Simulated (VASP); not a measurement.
# C2H2 in VASP: notebook, part 2 of 2

VASP 6.6.1.

**3. Single point, HSE06**

POSCAR

```
HC
1.0
   12.0000000000      0.0000000000      0.0000000000
    0.0000000000     12.5000000000      0.0000000000
    0.0000000000      0.0000000000     13.0000000000
C H
2 2
Direct
    0.5000000000      0.5000000000      0.5463979933
    0.5000000000      0.5000000000      0.4536020067
    0.5000000000      0.5000000000      0.3712640089
    0.5000000000      0.5000000000      0.6287359911
```

INCAR.step1

```
ALGO = Normal
EDIFF = 1E-5
ENCUT = 1000
GGA = PE
GGA_COMPAT = F
ISIF = 2
ISMEAR = 0
LASPH = T
LCHARG = F
LREAL = F
LWAVE = T
NBANDS = 13
NELM = 120
NELMDL = -8
PREC = Accurate
SIGMA = 0.01
```

INCAR.step2

```
ALGO = Normal
EDIFF = 1E-6
ENCUT = 1000
GGA = PE
GGA_COMPAT = F
HFSCREEN = 0.2079
ISIF = 2
ISMEAR = 0
ISTART = 1
LASPH = T
LCHARG = F
LHFCALC = T
LREAL = F
LWAVE = F
NBANDS = 13
NELM = 120
PREC = Accurate
PRECFOCK = Normal
SIGMA = 0.01
```

KPOINTS

```
k-points
0
Gamma
  1 1 1
```

Potentials or basis: VASP PAW PBE potentials, release 64 (C_h, H_h).

Run with:

```sh
> cat potpaw_PBE.64/C_h/POTCAR potpaw_PBE.64/H_h/POTCAR > POTCAR
> cp INCAR.step1 INCAR
> mpirun -np 1 vasp_gam > vasp.out
> cp INCAR.step2 INCAR
> mpirun -np 1 vasp_gam > vasp.out
```

Wall time 30 min (1 thread of Intel Xeon Platinum 8259CL at 2.50GHz (Skylake/Cascade Lake), shared host); peak memory 3.5 GiB.

It converged, with:

| Item | Value |
| --- | --- |
| Free energy | -26.5203 eV |
| Largest force | 0.838 eV/Å |
| Gap between the frontier levels | 7.70 eV |

Forces in eV/Å, atoms in the order of the input:
```
C    0.000  0.000 -0.838
C    0.000  0.000  0.838
H    0.000  0.000  0.253
H    0.000  0.000 -0.253
```

Levels at points of the mesh, in eV from the valence-band top:
| k point | band 3 | band 4 | band 5 | band 6 | band 7 | band 8 |
| --- | --- | --- | --- | --- | --- | --- |
| (0.00, 0.00, 0.00) | -5.50 | 0.00 | 0.00 | 7.70 | 8.16 | 8.16 |

Caveat: the PAW data sets were made with another functional, which shifts forces and pressure a little.

**4. Single point, RPBE**

INCAR

```
SYSTEM = HC
ALGO = Normal
EDIFF = 1E-6
ENCUT = 1000
GGA = RP
GGA_COMPAT = .FALSE.
ISIF = 2
ISMEAR = 0
LASPH = .TRUE.
LCHARG = .FALSE.
LREAL = .FALSE.
LWAVE = .FALSE.
NBANDS = 13
NELM = 120
NELMDL = -8
PREC = Accurate
SIGMA = 0.01
```

KPOINTS

```
k-points
0
G
  1 1 1
  0 0 0
```

POSCAR is that of step 3.

Potentials or basis: VASP PAW PBE potentials, release 64 (C_h, H_h).

Run with:

```sh
> cat potpaw_PBE.64/C_h/POTCAR potpaw_PBE.64/H_h/POTCAR > POTCAR
> mpirun -np 1 vasp_gam > vasp.out
```

OUTCAR:

```text
SYSTEM = HC
   EDIFF = 1E-6
   ENCUT = 1000
   GGA = RP
   ISIF = 2
   ISMEAR = 0
   LASPH = .TRUE.
   LREAL = .FALSE.
   NELM = 120
   NELMDL = -8
   PREC = Accurate

 ion  position               nearest neighbor table
   1  0.500  0.500  0.546-   4 1.07   2 1.21
   2  0.500  0.500  0.454-   3 1.07   1 1.21
   3  0.500  0.500  0.371-   2 1.07
   4  0.500  0.500  0.629-   1 1.07

  LATTYP: Found a simple orthorhombic cell.
 ALAT       =    12.0000000000
 B/A-ratio  =     1.0416666667
 C/A-ratio  =     1.0833333333

  Lattice vectors:

 A1 = (  12.0000000000,   0.0000000000,   0.0000000000)
 A2 = (   0.0000000000,  12.5000000000,   0.0000000000)
 A3 = (   0.0000000000,   0.0000000000,  13.0000000000)

Analysis of symmetry for initial positions (statically):
=====================================================================
 Subroutine PRICEL returns:
 Original cell was already a primitive cell.

 Routine SETGRP: Setting up the symmetry group for a
 simple orthorhombic supercell.

 Subroutine GETGRP returns: Found  8 space group operations
 (whereof  8 operations were pure point group operations)
 out of a pool of  8 trial point group operations.

The static configuration has the point symmetry D_2h.

Analysis of symmetry for dynamics (positions and initial velocities):
=====================================================================
 Subroutine PRICEL returns:
 Original cell was already a primitive cell.

 Routine SETGRP: Setting up the symmetry group for a
 simple orthorhombic supercell.

 Subroutine GETGRP returns: Found  8 space group operations
 (whereof  8 operations were pure point group operations)
 out of a pool of  8 trial point group operations.

The dynamic configuration has the point symmetry D_2h.

 Subroutine INISYM returns: Found  8 space group operations
 (whereof  8 operations are pure point group operations),
[... 96 lines left out ...]
     AMIX_MAG =   1.60;   BMIX_MAG =  1.00
  volume/ion in A,a.u.               =     487.50      3289.81
  Fermi-wavevector in a.u.,A,eV,Ry     =   0.282312  0.533493  1.084388  0.079700
  Thomas-Fermi vector in A             =   1.132971
   LORBIT       =      0    0 simple, 1 ext, 2 COOP (PROOUT), +10 PAW based schemes
   GGA     = RP    functional components
   LHFCALC =     F    Hartree Fock is set to
   AEXX    =    0.0000 exact exchange contribution
   IVDW    =     0    specifies the selected vdW correction
   LEPSILON=     F    determine dielectric tensor
   LRPA    =     F    only Hartree local field effects (RPA)
 non-spin polarized calculation
 Gauss-broadening in eV      SIGMA  =   0.01
  energy-cutoff  :     1000.00
  volume of cell :     1950.00
 maximum number of plane-waves:     70048
 NGX is ok and might be reduce to   126
   NGX = 61   NGY = 65   NGZ = 67

 number of electron      10.0000000 magnetization

 Free energy of the ion-electron system (eV)
  ---------------------------------------------------
  ext. energy  EPLUGINS =         0.00000000
  ---------------------------------------------------
  free energy    TOTEN  =       -22.67216940 eV

  energy without entropy =      -22.67216940  energy(sigma->0) =      -22.67216940

 E-fermi :  -6.9742     XC(G=0):  -0.4512

 val. band max:       -7.0340215072   @ k =   0.0000   0.0000   0.0000
 cond. band min:      -0.3225636860   @ k =   0.0000   0.0000   0.0000
 fundamental gap:      6.7114578212
 Fermi energy:        -6.9741755945

 k-point     1 :       0.0000    0.0000    0.0000
  band No.  band energies     occupation
      1     -18.5375      2.00000
      2     -13.9554      2.00000
      3     -12.0521      2.00000
      4      -7.0341      2.00000
      5      -7.0340      2.00000
      6      -0.3226      0.00000
      7      -0.3017      0.00000
      8      -0.3007      0.00000
      9       0.1666      0.00000
     10       0.6432      0.00000
     11       0.6760      0.00000
     12       0.6922      0.00000
     13       0.7374      0.00000

------------------------ aborting loop because EDIFF is reached ----------------------------------------

  FORCE on cell =-STRESS in cart. coord.  units (eV):
  Direction    XX          YY          ZZ          XY          YZ          ZX
  --------------------------------------------------------------------------------------
  -------------------------------------------------------------------------------------
  Total       -0.0214791     -0.0216467      0.4032178      0.0000000      0.0000000      0.0000000
  in kB       -0.0176478     -0.0177855      0.3312956      0.0000000      0.0000000      0.0000000
  external PRESSURE =       0.0986208 kB  Pullay stress =       0.0000000 kB

 VOLUME and BASIS-vectors are now :
 -----------------------------------------------------------------------------
  energy-cutoff  :     1000.00
  volume of cell :     1950.00
      direct lattice vectors                 reciprocal lattice vectors
    12.000000000  0.000000000  0.000000000     0.083333333  0.000000000  0.000000000
     0.000000000 12.500000000  0.000000000     0.000000000  0.080000000  0.000000000
     0.000000000  0.000000000 13.000000000     0.000000000  0.000000000  0.076923077

 POSITION                                       TOTAL-FORCE (eV/Angst)
 -----------------------------------------------------------------------------------
      6.00000      6.25000      7.10317         0.000000      0.000000      0.354866
      6.00000      6.25000      5.89683         0.000000      0.000000     -0.354866
      6.00000      6.25000      4.82643         0.000000      0.000000      0.000346
      6.00000      6.25000      8.17357         0.000000     -0.000000     -0.000346
 -----------------------------------------------------------------------------------
    total drift:                                0.000000     -0.000000      0.000000

  FREE ENERGIE OF THE ION-ELECTRON SYSTEM (eV)
  ---------------------------------------------------
  free  energy   TOTEN  =       -22.6721693992 eV

  energy  without entropy=      -22.6721693992  energy(sigma->0) =      -22.67216940
```

stdout:

```text
POSCAR found type information on POSCAR C H
 POSCAR found :  2 types and       4 ions
 scaLAPACK will be used
 -----------------------------------------------------------------------------
|                                                                             |
|                                                                             |
|     You enforced a specific xc type in the INCAR file but a different       |
|     I HOPE YOU KNOW WHAT YOU ARE DOING!                                     |
|                                                                             |
 -----------------------------------------------------------------------------

 LDA part: xc-table for (Slater+PW92), standard interpolation
 POSCAR, INCAR and KPOINTS ok, starting setup
 FFT: planning ... GRIDC
 FFT: planning ... GRID_SOFT
 FFT: planning ... GRID
 WAVECAR not read
 entering main loop
```

It took 9.7 min on 1 thread of Intel Xeon Platinum 8259CL at 2.50GHz (Skylake/Cascade Lake), shared host; peak memory 3.2 GiB.

Results:

```yaml
Free_energy: -22.6722 eV
Largest_force: 0.355 eV/Å
Gap_between_the_frontier_levels: 6.71 eV
```

Forces in eV/Å, atoms in the order of the input:
```
C    0.000  0.000  0.355
C    0.000  0.000 -0.355
H    0.000  0.000  0.000
H    0.000  0.000  0.000
```

Levels at points of the mesh, in eV from the valence-band top:
```
           k point  band 3  band 4  band 5  band 6  band 7  band 8
(0.00, 0.00, 0.00)   -5.02    0.00    0.00    6.71    6.73    6.73
```

Caveat: the PAW data sets were made with another functional, which shifts forces and pressure a little.

**5. Summary**

```csv
level,grid for exact exchange (PRECFOCK),share of exact exchange,screening parameter,gap on the mesh (eV),largest force (eV/Å)
PBE+D3(BJ),-,-,-,6.75,0.02
HSE06,Normal,0.25,0.2079 1/Å,7.70,0.84
RPBE,-,-,-,6.71,0.35
```

Alike in all rows: task single point; potentials or basis VASP PAW PBE potentials, release 64 (C_h, H_h); no spin polarisation; cell as given; k mesh 1 × 1 × 1; cutoff (eV) 1000; smearing gaussian 0.01 eV.

On the cell as given the gap runs from 6.71 eV (RPBE) to 7.70 eV (HSE06).

Caveats: the PAW data sets were made with another functional, which shifts forces and pressure a little (at least some runs).

Absolute energies hang on the potentials; compare differences alone.
